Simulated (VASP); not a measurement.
# PbF2 (Fm-3m) in VASP: notebook, part 2 of 2

VASP 6.6.1. Earlier steps stand in the parts before.

**3. Single point, r2SCAN (strain -0.015 along x and y, -0.015 along z)**

POSCAR

```
PbF2
1.0
    0.0000000000      2.9253022500      2.9253022500
    2.9253022500      0.0000000000      2.9253022500
    2.9253022500      2.9253022500      0.0000000000
Pb F
1 2
Direct
    0.0000000000      0.0000000000      0.0000000000
    0.2500000000      0.2500000000      0.2500000000
    0.7500000000      0.7500000000      0.7500000000
```

INCAR.step1

```
SYSTEM = PbF2
PREC = Accurate ; ENCUT = 520
ISMEAR = 0 ; SIGMA = 0.05
LREAL = .FALSE. ; LASPH = .TRUE.
NELM = 60 ; NBANDS = 21
GGA = PE ; ALGO = Normal
EDIFF = 1E-4 ; LWAVE = .TRUE.
LCHARG = .FALSE.
```

INCAR.step2

```
SYSTEM = PbF2
PREC = Accurate ; ENCUT = 520
EDIFF = 1E-7 ; ISMEAR = 0
SIGMA = 0.05 ; LREAL = .FALSE.
LASPH = .TRUE. ; NELM = 60
ALGO = Normal ; ISIF = 2
LWAVE = .FALSE. ; LCHARG = .TRUE.
METAGGA = R2SCAN ; LMIXTAU = .TRUE.
LELF = .TRUE. ; LVHAR = .TRUE.
NBANDS = 21 ; ISTART = 1
```

KPOINTS

```
regular mesh
0
G
  8 8 8
  0 0 0
```

Potentials or basis: VASP PAW PBE potentials, release 64 (Pb_d, F).

The run is started by

```sh
$ cat potpaw_PBE.64/Pb_d/POTCAR potpaw_PBE.64/F/POTCAR > POTCAR
$ cp INCAR.step1 INCAR
$ mpirun -np 1 vasp_std > vasp.out
$ cp INCAR.step2 INCAR
$ mpirun -np 1 vasp_std > vasp.out
```

OUTCAR:

```text
SYSTEM = PbF2
   PREC = Accurate
   ENCUT = 520
   EDIFF = 1E-7
   ISMEAR = 0
   LREAL = .FALSE.
   LASPH = .TRUE.
   NELM = 60
   ISIF = 2
   METAGGA = R2SCAN
   ISTART = 1

 ion  position               nearest neighbor table
   1  0.000  0.000  0.000-   2 2.53   3 2.53   3 2.53   3 2.53   3 2.53   2 2.53   2 2.53   2 2.53

   2  0.250  0.250  0.250-   1 2.53   1 2.53   1 2.53   1 2.53
   3  0.750  0.750  0.750-   1 2.53   1 2.53   1 2.53   1 2.53

  LATTYP: Found a face centered cubic cell.
 ALAT       =     5.8506045000

  Lattice vectors:

 A1 = (   0.0000000000,   2.9253022500,   2.9253022500)
 A2 = (   2.9253022500,   0.0000000000,   2.9253022500)
 A3 = (   2.9253022500,   2.9253022500,   0.0000000000)

Analysis of symmetry for initial positions (statically):
=====================================================================
 Subroutine PRICEL returns:
 Original cell was already a primitive cell.

 Routine SETGRP: Setting up the symmetry group for a
 face centered cubic supercell.

 Subroutine GETGRP returns: Found 48 space group operations
[... 9 lines left out ...]

 Routine SETGRP: Setting up the symmetry group for a
 face centered cubic supercell.

 Subroutine GETGRP returns: Found 48 space group operations
[... 11 lines left out ...]
                                     Primitive cell

  volume of cell :      50.0659

  direct lattice vectors                    reciprocal lattice vectors
     0.000000000  2.925302250  2.925302250    -0.170922509  0.170922509  0.170922509
     2.925302250  0.000000000  2.925302250     0.170922509 -0.170922509  0.170922509
     2.925302250  2.925302250  0.000000000     0.170922509  0.170922509 -0.170922509

  length of vectors
     4.137002116  4.137002116  4.137002116     0.296046470  0.296046470  0.296046470

  position of ions in fractional coordinates (direct lattice)
     0.000000000  0.000000000  0.000000000
     0.250000000  0.250000000  0.250000000
     0.750000000  0.750000000  0.750000000

  ion indices of the primitive-cell ions
   primitive index   ion index
                 1           1
                 2           2
                 3           3

----------------------------------------------------------------------------------------

 KPOINTS: regular mesh

Automatic generation of k-mesh.
 Grid dimensions read from file:
 generate k-points for:    8    8    8

 Generating k-lattice:

  Cartesian coordinates                     Fractional coordinates (reciprocal lattice)
    -0.021365314  0.021365314  0.021365314     0.125000000  0.000000000  0.000000000
     0.021365314 -0.021365314  0.021365314     0.000000000  0.125000000  0.000000000
     0.021365314  0.021365314 -0.021365314     0.000000000  0.000000000  0.125000000

  Length of vectors
     0.037005809  0.037005809  0.037005809

  Shift w.r.t. Gamma in fractional coordinates (k-lattice)
     0.000000000  0.000000000  0.000000000

 Subroutine IBZKPT returns following result:
 ===========================================

 Found     29 irreducible k-points:

 Following reciprocal coordinates:
            Coordinates               Weight
  0.000000  0.000000  0.000000      1.000000
  0.125000  0.000000  0.000000      8.000000
  0.250000  0.000000  0.000000      8.000000
  0.375000  0.000000  0.000000      8.000000
  0.500000  0.000000  0.000000      4.000000
  0.125000  0.125000  0.000000      6.000000
[... 16 lines left out ...]
  0.500000  0.250000  0.125000     48.000000
 -0.375000  0.250000  0.125000     24.000000
 [... further k-points ...]
   k-points           NKPTS =     29   k-points in BZ     NKDIM =     29   number of bands    NBANDS=     21
   number of dos      NEDOS =    301   number of ions     NIONS =      3
   total plane-waves  NPLWV =  32768
   dimension x,y,z NGX =    32 NGY =   32 NGZ =   32
   dimension x,y,z NGXF=    64 NGYF=   64 NGZF=   64
   ions per type =               1   2
   NGX,Y,Z   is equivalent  to a cutoff of  12.86, 12.86, 12.86 a.u.
   NGXF,Y,Z  is equivalent  to a cutoff of  25.72, 25.72, 25.72 a.u.
 SYSTEM =  PbF2
   PREC   = accura    normal or accurate (medium, high low for compatibility)
   ISTART =      1    job   : 0-new  1-cont  2-samecut
   ICHARG =      0    charge: 1-file 2-atom 10-const
   ISPIN  =      1    spin polarized calculation?
   LNONCOLLINEAR =      F non collinear calculations
   LSORBIT =      F    spin-orbit coupling
   LASPH  =      T    aspherical Exc in radial PAW
   ENCUT  =  520.0 eV  38.22 Ry    6.18 a.u.   7.69  7.69  7.69*2*pi/ulx,y,z
   NELM   =     60;   NELMIN=  2; NELMDL=  0     # of ELM steps
   EDIFF  = 0.1E-06   stopping-criterion for ELM
   LREAL  =      F    real-space projection
   EDIFFG = 0.1E-05   stopping-criterion for IOM
   NSW    =      0    number of steps for IOM
   IBRION =     -1    ionic relax: 0-MD 1-quasi-New 2-CG
   NFREE  =      0    steps in history (QN), initial steepest desc. (CG)
   ISIF   =      2    stress and relaxation
   ISYM   =      2    0-nonsym 1-usesym 2-fastsym
   POTIM  = 0.5000    time-step for ionic-motion
   TEBEG  =    0.0;   TEEND  =   0.0 temperature during run
   PSTRESS=    0.0 pullay stress
   NELECT =      28.0000    total number of electrons
   NUPDOWN=      -1.0000    fix difference up-down
   EMIN   =  10.00;   EMAX   =-10.00  energy-range for DOS
   EFERMI =   0.00;   METHOD = LEGACY
   ISMEAR =     0;   SIGMA  =   0.05  broadening in eV -4-tet -1-fermi 0-gaus
   EFERMI_NEDOS =   21; number of points for ismear=-14 and -15
   IALGO  =     38    algorithm
   IMIX   =      4    mixing-type and parameters
     AMIX     =   0.40;   BMIX     =  1.00
     AMIX_MAG =   1.60;   BMIX_MAG =  1.00
  volume/ion in A,a.u.               =      16.69       112.62
  Fermi-wavevector in a.u.,A,eV,Ry     =   1.348798  2.548858 24.752464  1.819255
  Thomas-Fermi vector in A             =   2.476437
   LORBIT       =      0    0 simple, 1 ext, 2 COOP (PROOUT), +10 PAW based schemes
   METAGGA = R2SCAN    functional components
   LHFCALC =     F    Hartree Fock is set to
   AEXX    =    0.0000 exact exchange contribution
   IVDW    =     0    specifies the selected vdW correction
   LEPSILON=     F    determine dielectric tensor
   LRPA    =     F    only Hartree local field effects (RPA)
 non-spin polarized calculation
 Gauss-broadening in eV      SIGMA  =   0.05
  energy-cutoff  :      520.00
  volume of cell :       50.07
 maximum number of plane-waves:      1365
   NGX = 15   NGY = 15   NGZ = 15

 number of electron      27.9999987 magnetization

 Free energy of the ion-electron system (eV)
  ---------------------------------------------------
  ext. energy  EPLUGINS =         0.00000000
  ---------------------------------------------------
  free energy    TOTEN  =       -70.14226215 eV

  energy without entropy =      -70.14226215  energy(sigma->0) =      -70.14226215

 E-fermi :   2.3037     XC(G=0): -10.2221

 val. band max:        2.0218370991   @ k =  -0.2500   0.5000   0.2500
 cond. band min:       6.9362091293   @ k =   0.5000   0.5000   0.0000
 fundamental gap:      4.9143720302
 Fermi energy:         2.3037010851

 k-point     1 :       0.0000    0.0000    0.0000
  band No.  band energies     occupation
      1     -20.7153      2.00000
      2     -20.0579      2.00000
      3     -12.9146      2.00000
      4     -12.9146      2.00000
      5     -12.9146      2.00000
      6     -12.8460      2.00000
[... 13 lines left out ...]
     20      18.0140      0.00000
     21      20.4544      0.00000

 k-point     2 :       0.1250    0.0000    0.0000
  band No.  band energies     occupation
      1     -20.6839      2.00000
      2     -20.0863      2.00000
      3     -12.9072      2.00000
      4     -12.9072      2.00000
      5     -12.8783      2.00000
      6     -12.8460      2.00000
[... 13 lines left out ...]
     20      17.5346      0.00000
     21      19.7742      0.00000

 k-point     3 :       0.2500    0.0000    0.0000
  band No.  band energies     occupation
      1     -20.6005      2.00000
      2     -20.1607      2.00000
      3     -12.8956      2.00000
      4     -12.8956      2.00000
      5     -12.8395      2.00000
      6     -12.8395      2.00000
[... 13 lines left out ...]
     20      16.8946      0.00000
     21      18.4985      0.00000
[... 457 lines left out ...]
 k-point    23 :       0.5000    0.2500    0.1250
  band No.  band energies     occupation
      1     -20.4558      2.00000
      2     -20.2844      2.00000
      3     -12.8725      2.00000
      4     -12.8625      2.00000
      5     -12.8331      2.00000
      6     -12.7953      2.00000
[... 13 lines left out ...]
     20      18.7908      0.00000
     21      19.4688      0.00000

 k-point    24 :      -0.3750    0.2500    0.1250
  band No.  band energies     occupation
      1     -20.3858      2.00000
      2     -20.3493      2.00000
      3     -12.8727      2.00000
      4     -12.8643      2.00000
      5     -12.8189      2.00000
      6     -12.7860      2.00000
[... 13 lines left out ...]
     20      19.0934      0.00000
     21      19.3911      0.00000

 [... further k-points ...]
[... 5 lines left out ...]
  --------------------------------------------------------------------------------------
  -------------------------------------------------------------------------------------
  Total        0.9285631      0.9285631      0.9285631      0.0000000     -0.0000000      0.0000000
  in kB       29.7152778     29.7152778     29.7152778      0.0000000     -0.0000000      0.0000000
  external PRESSURE =      29.7152778 kB  Pullay stress =       0.0000000 kB

 VOLUME and BASIS-vectors are now :
 -----------------------------------------------------------------------------
  energy-cutoff  :      520.00
  volume of cell :       50.07
      direct lattice vectors                 reciprocal lattice vectors
     0.000000000  2.925302250  2.925302250    -0.170922509  0.170922509  0.170922509
     2.925302250  0.000000000  2.925302250     0.170922509 -0.170922509  0.170922509
     2.925302250  2.925302250  0.000000000     0.170922509  0.170922509 -0.170922509

 POSITION                                       TOTAL-FORCE (eV/Angst)
 -----------------------------------------------------------------------------------
      0.00000      0.00000      0.00000         0.000000      0.000000      0.000000
      1.46265      1.46265      1.46265         0.000000      0.000000      0.000000
      4.38795      4.38795      4.38795        -0.000000     -0.000000     -0.000000
 -----------------------------------------------------------------------------------
    total drift:                                0.000000     -0.000000      0.000000

  FREE ENERGIE OF THE ION-ELECTRON SYSTEM (eV)
  ---------------------------------------------------
  free  energy   TOTEN  =       -70.1422621465 eV

  energy  without entropy=      -70.1422621465  energy(sigma->0) =      -70.14226215
```

It took 44 s on 1 thread of Intel Xeon 6975P-C (Granite Rapids), shared host; peak memory 0.19 GiB.

What came out:

```
Free energy            : -70.1423 eV
Pressure               : 3.0 GPa
Band gap on the k mesh : 4.91 eV, indirect (least direct gap 5.06 eV)
```

Caveat: the cell differs from its parent crystal (strain -0.015 along x and y, -0.015 along z); the PAW data sets were made with another functional, which shifts forces and pressure a little; spin-orbit coupling is left out, which moves the levels of the heavy elements.

**4. Single point, r2SCAN (strain +0.015 along x and y, +0.015 along z)**

POSCAR

```
PbF2
1.0
    0.0000000000      3.0143977500      3.0143977500
    3.0143977500      0.0000000000      3.0143977500
    3.0143977500      3.0143977500      0.0000000000
Pb F
1 2
Direct
    0.0000000000      0.0000000000      0.0000000000
    0.2500000000      0.2500000000      0.2500000000
    0.7500000000      0.7500000000      0.7500000000
```

INCAR.step1

```
SYSTEM = PbF2
  ALGO = Normal
  EDIFF = 1E-4
  ENCUT = 520
  GGA = PE
  ISMEAR = 0
  LASPH = .TRUE.
  LCHARG = .FALSE.
  LREAL = .FALSE.
  LWAVE = .TRUE.
  NBANDS = 21
  NELM = 100
  PREC = Accurate
  SIGMA = 0.05
```

INCAR.step2

```
SYSTEM = PbF2
  ALGO = Normal
  EDIFF = 1E-6
  ENCUT = 520
  ISIF = 2
  ISMEAR = 0
  ISTART = 1
  LASPH = .TRUE.
  LCHARG = .FALSE.
  LMIXTAU = .TRUE.
  LREAL = .FALSE.
  LWAVE = .FALSE.
  METAGGA = R2SCAN
  NBANDS = 21
  NELM = 100
  PREC = Accurate
  SIGMA = 0.05
```

KPOINTS

```
k-points
0
G
  8 8 8
  0 0 0
```

The run is started by

```sh
$ cat potpaw_PBE.64/Pb_d/POTCAR potpaw_PBE.64/F/POTCAR > POTCAR
$ cp INCAR.step1 INCAR
$ mpirun -np 1 vasp_std > vasp.out
$ cp INCAR.step2 INCAR
$ mpirun -np 1 vasp_std > vasp.out
```

It took 39 s on 1 thread of Intel Xeon 6975P-C (Granite Rapids), shared host; peak memory 0.2 GiB.

It converged, with:

```
Free energy            : -70.1307 eV
Pressure               : -3.8 GPa
Band gap on the k mesh : 4.94 eV, indirect (least direct gap 5.08 eV)
```

Levels at points of the mesh, in eV from the valence-band top:
```csv
k point,band 12,band 13,band 14,band 15,band 16,band 17
"(0.00, 0.00, 0.00)",-1.81,-1.81,-1.81,7.25,7.25,7.25
"(0.50, 0.00, 0.00)",-1.99,-1.99,-0.03,5.40,8.08,8.08
"(0.50, 0.50, 0.00)",-1.43,-1.42,-0.14,4.94,8.26,8.26
```

Caveat: the cell differs from its parent crystal (strain +0.015 along x and y, +0.015 along z); the PAW data sets were made with another functional, which shifts forces and pressure a little; spin-orbit coupling is left out, which moves the levels of the heavy elements. A k mesh can miss the band edges.

**5. Overview**

```tsv
cell	gap on the mesh (eV)	pressure (GPa)
a = 4.074 Å, angles 60.0°, 3 atoms	4.88	7.7
a = 4.137 Å, angles 60.0°, 3 atoms	4.91	3.0
a = 4.263 Å, angles 60.0°, 3 atoms	4.94	-3.8
```

Alike in all rows: task single point; level r2SCAN; potentials or basis VASP PAW PBE potentials, release 64 (Pb_d, F); no spin polarisation; k mesh 8 × 8 × 8; cutoff (eV) 520; smearing gaussian 0.05 eV.

Caveats: the PAW data sets were made with another functional, which shifts forces and pressure a little; spin-orbit coupling is left out, which moves the levels of the heavy elements.

Total energies depend on the potentials used, so only differences within one code and one set of settings carry meaning.
